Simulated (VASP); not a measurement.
# WI2O2 (Immm) in VASP: a series of runs, part 2 of 2

VASP 6.6.1. Earlier steps stand in the parts before.

## (3) Single point, PBE

Input file INCAR:

```
SYSTEM = WI2O2
  PREC = Accurate
  ENCUT = 520
  EDIFF = 1E-6
  ISMEAR = 0
  SIGMA = 0.05
  LREAL = .FALSE.
  LASPH = .TRUE.
  NELM = 80
  ALGO = Normal
  ISIF = 2
  LWAVE = .FALSE.
  LCHARG = .FALSE.
  GGA = PE
  NBANDS = 28
```

Input file KPOINTS:

```
Automatic mesh
0
G
  8 8 8
  0 0 0
```

Input file POSCAR:

```
WI2O2
1.0
   -1.9019821537      1.9026560607      8.4071169306
    1.9019821537     -1.9026560607      8.4071169306
    1.9019821537      1.9026560607     -8.4071169306
W I O
1 2 2
Direct
    0.0000000000      0.0000000000      0.0000000000
    0.1611668394      0.1611668394      0.0000000000
    0.8388331606      0.8388331606      0.0000000000
    0.5000000000      0.0000000000      0.5000000000
    0.0000000000      0.5000000000      0.5000000000
```

Potentials or basis: VASP PAW PBE potentials, release 64 (W_sv, I, O).

Run with:

```bash
$ cat potpaw_PBE.64/W_sv/POTCAR potpaw_PBE.64/I/POTCAR potpaw_PBE.64/O/POTCAR > POTCAR
$ mpirun -np 1 vasp_std > vasp.out
```

OUTCAR:

```text
SYSTEM = WI2O2
   PREC = Accurate
   ENCUT = 520
   EDIFF = 1E-6
   ISMEAR = 0
   LREAL = .FALSE.
   LASPH = .TRUE.
   NELM = 80
   ISIF = 2
   GGA = PE

 ion  position               nearest neighbor table
   1  0.000  0.000  0.000-   5 1.90   5 1.90   4 1.90   4 1.90   2 2.71   3 2.71
   2  0.161  0.161  0.000-   1 2.71
   3  0.839  0.839  0.000-   1 2.71
   4  0.500  0.000  0.500-   1 1.90   1 1.90
   5  0.000  0.500  0.500-   1 1.90   1 1.90

  LATTYP: Found a body centered orthorhombic cell.
 ALAT       =     3.8039643074
 B/A-ratio  =     1.0003543183
 C/A-ratio  =     4.4201870739

  Lattice vectors:

 A1 = (  -1.9019821537,   1.9026560607,   8.4071169306)
 A2 = (   1.9019821537,  -1.9026560607,   8.4071169306)
 A3 = (   1.9019821537,   1.9026560607,  -8.4071169306)

Analysis of symmetry for initial positions (statically):
=====================================================================
 Subroutine PRICEL returns:
 Original cell was already a primitive cell.

 Routine SETGRP: Setting up the symmetry group for a
 body centered orthorhombic supercell.

 Subroutine GETGRP returns: Found  8 space group operations
 (whereof  8 operations were pure point group operations)
 out of a pool of  8 trial point group operations.

The static configuration has the point symmetry D_2h.

Analysis of symmetry for dynamics (positions and initial velocities):
=====================================================================
 Subroutine PRICEL returns:
 Original cell was already a primitive cell.

 Routine SETGRP: Setting up the symmetry group for a
 body centered orthorhombic supercell.

 Subroutine GETGRP returns: Found  8 space group operations
 (whereof  8 operations were pure point group operations)
 out of a pool of  8 trial point group operations.

The dynamic configuration has the point symmetry D_2h.

 Subroutine INISYM returns: Found  8 space group operations
[... 117 lines left out ...]
   EFERMI =   0.00;   METHOD = LEGACY
   ISMEAR =     0;   SIGMA  =   0.05  broadening in eV -4-tet -1-fermi 0-gaus
   EFERMI_NEDOS =   21; number of points for ismear=-14 and -15
   IALGO  =     38    algorithm
   IMIX   =      4    mixing-type and parameters
     AMIX     =   0.40;   BMIX     =  1.00
     AMIX_MAG =   1.60;   BMIX_MAG =  1.00
  volume/ion in A,a.u.               =      24.34       164.25
  Fermi-wavevector in a.u.,A,eV,Ry     =   1.129805  2.135022 17.367289  1.276460
  Thomas-Fermi vector in A             =   2.266500
   LORBIT       =      0    0 simple, 1 ext, 2 COOP (PROOUT), +10 PAW based schemes
   GGA     = PE    functional components
   LHFCALC =     F    Hartree Fock is set to
   AEXX    =    0.0000 exact exchange contribution
   IVDW    =     0    specifies the selected vdW correction
   LEPSILON=     F    determine dielectric tensor
   LRPA    =     F    only Hartree local field effects (RPA)
 non-spin polarized calculation
 Gauss-broadening in eV      SIGMA  =   0.05
  energy-cutoff  :      520.00
  volume of cell :      121.70
 maximum number of plane-waves:      3302
 NGX is ok and might be reduce to    70
   NGX = 33   NGY = 33   NGZ = 33

 number of electron      40.0000000 magnetization

 Free energy of the ion-electron system (eV)
  ---------------------------------------------------
  ext. energy  EPLUGINS =         0.00000000
  ---------------------------------------------------
  free energy    TOTEN  =       -32.10584447 eV

  energy without entropy =      -32.10465854  energy(sigma->0) =      -32.10525151

 E-fermi :   3.6714     XC(G=0):  -9.0207

 val. band max:        3.6502061027   @ k =   0.1250  -0.1250   0.1250
 cond. band min:       3.6768632672   @ k =  -0.1250   0.2500   0.1250
 fundamental gap:      0.0266571645
 Fermi energy:         3.6713936894

 k-point     1 :       0.0000    0.0000    0.0000
  band No.  band energies     occupation
      1     -72.0918      2.00000
      2     -36.3438      2.00000
      3     -36.3429      2.00000
      4     -36.1301      2.00000
      5     -16.1791      2.00000
      6     -15.6379      2.00000
[... 733 lines left out ...]
     27      10.6519      0.00000
     28      11.4990      0.00000

 [... further k-points ...]
[... 5 lines left out ...]
  --------------------------------------------------------------------------------------
  -------------------------------------------------------------------------------------
  Total        1.9684114      1.8937820      1.3508602      0.0000000      0.0000000      0.0000000
  in kB       25.9150855     24.9325542     17.7847267      0.0000000      0.0000000      0.0000000
  external PRESSURE =      22.8774555 kB  Pullay stress =       0.0000000 kB

 VOLUME and BASIS-vectors are now :
 -----------------------------------------------------------------------------
  energy-cutoff  :      520.00
  volume of cell :      121.70
      direct lattice vectors                 reciprocal lattice vectors
    -1.901982154  1.902656061  8.407116931     0.000000000  0.262790533  0.059473420
     1.901982154 -1.902656061  8.407116931     0.262883644  0.000000000  0.059473420
     1.901982154  1.902656061 -8.407116931     0.262883644  0.262790533  0.000000000

 POSITION                                       TOTAL-FORCE (eV/Angst)
 -----------------------------------------------------------------------------------
      0.00000      0.00000      0.00000        -0.000000      0.000000      0.000000
      0.00000      0.00000      2.70990         0.000000      0.000000      0.002982
      0.00000      0.00000     14.10434        -0.000000     -0.000000     -0.002982
      0.00000      1.90266      0.00000        -0.000000      0.000000      0.000000
      1.90198      0.00000      0.00000        -0.000000      0.000000      0.000000
 -----------------------------------------------------------------------------------
    total drift:                                0.000000      0.000000     -0.000000

  FREE ENERGIE OF THE ION-ELECTRON SYSTEM (eV)
  ---------------------------------------------------
  free  energy   TOTEN  =       -32.1058444739 eV

  energy  without entropy=      -32.1046585439  energy(sigma->0) =      -32.10525151
```

OSZICAR:

```text
N       E                     dE             d eps       ncg     rms          rms(c)
DAV:   1     0.324868757004E+03    0.32487E+03   -0.19061E+04  5464   0.132E+03
DAV:   2    -0.140812451377E+02   -0.33895E+03   -0.33011E+03  6436   0.332E+02
DAV:   3    -0.384707488554E+02   -0.24390E+02   -0.24143E+02  6772   0.898E+01
DAV:   4    -0.388710943551E+02   -0.40035E+00   -0.39997E+00  6628   0.123E+01
DAV:   5    -0.388784008012E+02   -0.73064E-02   -0.73058E-02  6496   0.156E+00    0.379E+01
DAV:   6    -0.332646739329E+02    0.56137E+01   -0.43914E+01  6320   0.389E+01    0.110E+01
DAV:   7    -0.326930153185E+02    0.57166E+00   -0.11975E+01  6064   0.196E+01    0.123E+01
DAV:   8    -0.321181558844E+02    0.57486E+00   -0.22182E+00  5836   0.748E+00    0.346E+00
DAV:   9    -0.321103813872E+02    0.77745E-02   -0.12081E-01  6720   0.228E+00    0.902E-01
DAV:  10    -0.321059700029E+02    0.44114E-02   -0.38751E-02  5872   0.105E+00    0.226E-01
DAV:  11    -0.321058562273E+02    0.11378E-03   -0.16395E-03  5832   0.219E-01    0.176E-01
DAV:  12    -0.321058449476E+02    0.11280E-04   -0.21198E-04  6092   0.881E-02    0.530E-02
DAV:  13    -0.321058413748E+02    0.35729E-05   -0.89366E-05  6424   0.487E-02    0.154E-02
DAV:  14    -0.321058440924E+02   -0.27176E-05   -0.70491E-06  6292   0.153E-02    0.775E-03
DAV:  15    -0.321058444739E+02   -0.38157E-06   -0.85535E-07  3664   0.491E-03
   1 F= -.32105844E+02 E0= -.32105252E+02  d E =-.118593E-02
```

stdout:

```text
POSCAR found type information on POSCAR W I O
 POSCAR found :  3 types and       5 ions
 scaLAPACK will be used
 LDA part: xc-table for (Slater+PW92), standard interpolation
 POSCAR, INCAR and KPOINTS ok, starting setup
 FFT: planning ... GRIDC
 FFT: planning ... GRID_SOFT
 FFT: planning ... GRID
 WAVECAR not read
 entering main loop
```

Run time: 13 min. Hardware: 1 thread of Intel Xeon 6975P-C (Granite Rapids), shared host; peak memory 0.85 GiB.

Results:

* Free energy: -32.1058 eV
* Pressure: 2.3 GPa
* Band gap on the k mesh: zero (bands 20 and 21 overlap by 0.55 eV)

Forces in eV/Å, atoms in the order of the input:
```
W    0.000  0.000  0.000
I    0.000  0.000  0.003
I    0.000  0.000 -0.003
O    0.000  0.000  0.000
O    0.000  0.000  0.000
```

Caveat: spin-orbit coupling is left out, which moves the levels of the heavy elements.

## (4) Single point, PBE

Input file INCAR:

```
  ALGO = Normal
  EDIFF = 1E-6
  ENCUT = 520
  GGA = PE
  ISIF = 2
  ISMEAR = 0
  LASPH = T
  LCHARG = F
  LREAL = F
  LWAVE = F
  NBANDS = 28
  NELM = 100
  PREC = Accurate
  SIGMA = 0.05
```

Input file KPOINTS:

```
k-points
0
Gamma
  8 8 8
```

POSCAR is that of step 3.

Run with:

```bash
$ cat potpaw_PBE.64/W_sv/POTCAR potpaw_PBE.64/I/POTCAR potpaw_PBE.64/O/POTCAR > POTCAR
$ mpirun -np 1 vasp_std > vasp.out
```

Run time: 14 min. Hardware: 1 thread of Intel Xeon 6975P-C (Granite Rapids), shared host; peak memory 0.85 GiB.

It converged, with:

* Free energy: -32.1058 eV
* Pressure: 2.3 GPa
* Band gap on the k mesh: zero (bands 20 and 21 overlap by 0.55 eV)

Forces on the atoms (eV/Å):
```
W    0.000  0.000  0.000
I    0.000  0.000  0.003
I    0.000  0.000 -0.003
O    0.000  0.000  0.000
O    0.000  0.000  0.000
```

Stress tensor (GPa, compression positive):
```
2.59 0.00 0.00
0.00 2.49 0.00
0.00 0.00 1.78
```

Levels at points of the mesh, in eV from the Fermi level:
| k point | band 16 | band 17 | band 18 | band 19 | band 20 | band 21 | band 22 | band 23 | band 24 | band 25 |
| --- | --- | --- | --- | --- | --- | --- | --- | --- | --- | --- |
| (0.00, 0.00, 0.00) | -1.76 | -1.76 | -0.90 | -0.54 | -0.11 | -0.10 | 0.44 | 0.44 | 2.22 | 4.46 |
| (0.50, 0.00, 0.00) | -3.06 | -2.41 | -1.49 | -1.48 | -0.04 | 0.90 | 2.65 | 2.80 | 3.11 | 6.20 |
| (0.00, 0.50, 0.00) | -3.06 | -2.42 | -1.49 | -1.48 | -0.04 | 0.89 | 2.66 | 2.80 | 3.11 | 6.20 |
| (0.50, 0.50, 0.00) | -2.52 | -2.21 | -1.97 | -1.70 | -1.68 | 2.73 | 2.79 | 3.39 | 4.24 | 5.05 |
| (0.50, 0.50, 0.50) | -2.30 | -1.62 | -1.62 | -0.63 | -0.62 | -0.54 | 0.90 | 0.90 | 3.01 | 4.46 |

Caveat: spin-orbit coupling is left out, which moves the levels of the heavy elements.

## (5) Single point, PBE

Input file INCAR:

```
ALGO = Normal ; EDIFF = 1E-6
ENCUT = 520 ; GGA = PE
ISIF = 2 ; ISMEAR = 0
LASPH = T ; LCHARG = F
LREAL = F ; LWAVE = F
NBANDS = 28 ; NELM = 100
PREC = Accurate ; SIGMA = 0.05
```

Input file KPOINTS:

```
Automatic mesh
0
Gamma
  8 8 8
  0.5 0.5 0.5
```

POSCAR is that of step 4.

Potentials or basis: VASP PAW PBE potentials, release 64 (W_sv, I, O).

Run with:

```bash
$ cat potpaw_PBE.64/W_sv/POTCAR potpaw_PBE.64/I/POTCAR potpaw_PBE.64/O/POTCAR > POTCAR
$ mpirun -np 1 vasp_std > vasp.out
```

OUTCAR:

```text
EDIFF = 1E-6
   ENCUT = 520
   GGA = PE
   ISIF = 2
   ISMEAR = 0
   LASPH = T
   LREAL = F
   NELM = 100
   PREC = Accurate

 ion  position               nearest neighbor table
   1  0.000  0.000  0.000-   5 1.90   5 1.90   4 1.90   4 1.90   2 2.71   3 2.71
   2  0.161  0.161  0.000-   1 2.71
   3  0.839  0.839  0.000-   1 2.71
   4  0.500  0.000  0.500-   1 1.90   1 1.90
   5  0.000  0.500  0.500-   1 1.90   1 1.90

  LATTYP: Found a body centered orthorhombic cell.
 ALAT       =     3.8039643074
 B/A-ratio  =     1.0003543183
 C/A-ratio  =     4.4201870739

  Lattice vectors:

 A1 = (  -1.9019821537,   1.9026560607,   8.4071169306)
 A2 = (   1.9019821537,  -1.9026560607,   8.4071169306)
 A3 = (   1.9019821537,   1.9026560607,  -8.4071169306)

Analysis of symmetry for initial positions (statically):
=====================================================================
 Subroutine PRICEL returns:
 Original cell was already a primitive cell.
[... 170 lines left out ...]
  ---------------------------------------------------
  ext. energy  EPLUGINS =         0.00000000
  ---------------------------------------------------
  free energy    TOTEN  =       -32.10582014 eV

  energy without entropy =      -32.10456036  energy(sigma->0) =      -32.10519025

 E-fermi :   3.6706     XC(G=0):  -9.0207

 val. band max:        3.6511535958   @ k =   0.3125  -0.0625   0.0625
 cond. band min:       3.6870016907   @ k =  -0.1875   0.1875   0.1875
 fundamental gap:      0.0358480949
 Fermi energy:         3.6706356234

 k-point     1 :       0.0625    0.0625    0.0625
  band No.  band energies     occupation
      1     -72.0915      2.00000
      2     -36.3556      2.00000
      3     -36.3546      2.00000
      4     -36.1289      2.00000
      5     -15.9596      2.00000
      6     -15.4819      2.00000
[... 733 lines left out ...]
     27      10.2396      0.00000
     28      10.9239      0.00000

 [... further k-points ...]
[... 5 lines left out ...]
  --------------------------------------------------------------------------------------
  -------------------------------------------------------------------------------------
  Total        1.9679380      1.8935870      1.3515514      0.0000000      0.0000000      0.0000000
  in kB       25.9088528     24.9299859     17.7938267      0.0000000      0.0000000      0.0000000
  external PRESSURE =      22.8775552 kB  Pullay stress =       0.0000000 kB

 VOLUME and BASIS-vectors are now :
 -----------------------------------------------------------------------------
  energy-cutoff  :      520.00
  volume of cell :      121.70
      direct lattice vectors                 reciprocal lattice vectors
    -1.901982154  1.902656061  8.407116931     0.000000000  0.262790533  0.059473420
     1.901982154 -1.902656061  8.407116931     0.262883644  0.000000000  0.059473420
     1.901982154  1.902656061 -8.407116931     0.262883644  0.262790533  0.000000000

 POSITION                                       TOTAL-FORCE (eV/Angst)
 -----------------------------------------------------------------------------------
      0.00000      0.00000      0.00000        -0.000000     -0.000000     -0.000000
      0.00000      0.00000      2.70990         0.000000     -0.000000      0.002626
      0.00000      0.00000     14.10434        -0.000000      0.000000     -0.002626
      0.00000      1.90266      0.00000        -0.000000     -0.000000      0.000000
      1.90198      0.00000      0.00000        -0.000000     -0.000000     -0.000000
 -----------------------------------------------------------------------------------
    total drift:                                0.000000      0.000000     -0.000000

  FREE ENERGIE OF THE ION-ELECTRON SYSTEM (eV)
  ---------------------------------------------------
  free  energy   TOTEN  =       -32.1058201379 eV

  energy  without entropy=      -32.1045603637  energy(sigma->0) =      -32.10519025
```

OSZICAR:

```text
N       E                     dE             d eps       ncg     rms          rms(c)
DAV:   1     0.325199932563E+03    0.32520E+03   -0.19019E+04  5432   0.132E+03
DAV:   2    -0.142404658814E+02   -0.33944E+03   -0.32997E+03  6452   0.331E+02
DAV:   3    -0.384765104397E+02   -0.24236E+02   -0.24081E+02  6556   0.900E+01
DAV:   4    -0.388715252202E+02   -0.39501E+00   -0.39468E+00  6736   0.123E+01
DAV:   5    -0.388784315084E+02   -0.69063E-02   -0.69057E-02  6436   0.151E+00    0.379E+01
DAV:   6    -0.332666328298E+02    0.56118E+01   -0.43871E+01  6252   0.389E+01    0.110E+01
DAV:   7    -0.326925426596E+02    0.57409E+00   -0.11910E+01  6024   0.196E+01    0.123E+01
DAV:   8    -0.321178438819E+02    0.57470E+00   -0.22078E+00  5820   0.748E+00    0.347E+00
DAV:   9    -0.321103975148E+02    0.74464E-02   -0.12399E-01  6648   0.228E+00    0.910E-01
DAV:  10    -0.321059497317E+02    0.44478E-02   -0.39243E-02  5820   0.106E+00    0.228E-01
DAV:  11    -0.321058331387E+02    0.11659E-03   -0.16518E-03  5812   0.219E-01    0.178E-01
DAV:  12    -0.321058201551E+02    0.12984E-04   -0.21739E-04  6012   0.889E-02    0.528E-02
DAV:  13    -0.321058171353E+02    0.30198E-05   -0.90825E-05  6428   0.491E-02    0.157E-02
DAV:  14    -0.321058197689E+02   -0.26336E-05   -0.66369E-06  6032   0.152E-02    0.770E-03
DAV:  15    -0.321058201379E+02   -0.36900E-06   -0.83426E-07  3700   0.485E-03
   1 F= -.32105820E+02 E0= -.32105190E+02  d E =-.125977E-02
```

stdout:

```text
POSCAR found type information on POSCAR W I O
 POSCAR found :  3 types and       5 ions
 scaLAPACK will be used
 LDA part: xc-table for (Slater+PW92), standard interpolation
 POSCAR, INCAR and KPOINTS ok, starting setup
 FFT: planning ... GRIDC
 FFT: planning ... GRID_SOFT
 FFT: planning ... GRID
 WAVECAR not read
 entering main loop
```

Run time: 13 min. Hardware: 1 thread of Intel Xeon 6975P-C (Granite Rapids), shared host; peak memory 0.85 GiB.

What came out:

| Item | Value |
| --- | --- |
| Free energy | -32.1058 eV |
| Pressure | 2.3 GPa |
| Band gap on the k mesh | zero (bands 20 and 21 overlap by 0.56 eV) |

Forces in eV/Å, atoms in the order of the input:
```
W    0.000  0.000  0.000
I    0.000  0.000  0.003
I    0.000  0.000 -0.003
O    0.000  0.000  0.000
O    0.000  0.000  0.000
```

Levels at points of the mesh, in eV from the Fermi level:
```tsv
k point	band 16	band 17	band 18	band 19	band 20	band 21	band 22	band 23	band 24	band 25
(0.06, 0.06, 0.06)	-1.69	-1.34	-1.17	-0.68	-0.54	0.47	0.55	0.61	2.47	5.63
```

Caveat: spin-orbit coupling is left out, which moves the levels of the heavy elements.

## (6) Summary

| k mesh | gap on the mesh (eV) | pressure (GPa) |
| --- | --- | --- |
| 6 × 6 × 6 | none | 2.3 |
| 8 × 8 × 8 | none | 2.3 |
| 8 × 8 × 8, shifted | none | 2.3 |

Alike in all rows: task single point; level PBE; potentials or basis VASP PAW PBE potentials, release 64 (W_sv, I, O); no spin polarisation; cell as given; cutoff (eV) 520; smearing gaussian 0.05 eV.

Caveats: spin-orbit coupling is left out, which moves the levels of the heavy elements.

Absolute energies hang on the potentials; compare differences alone.
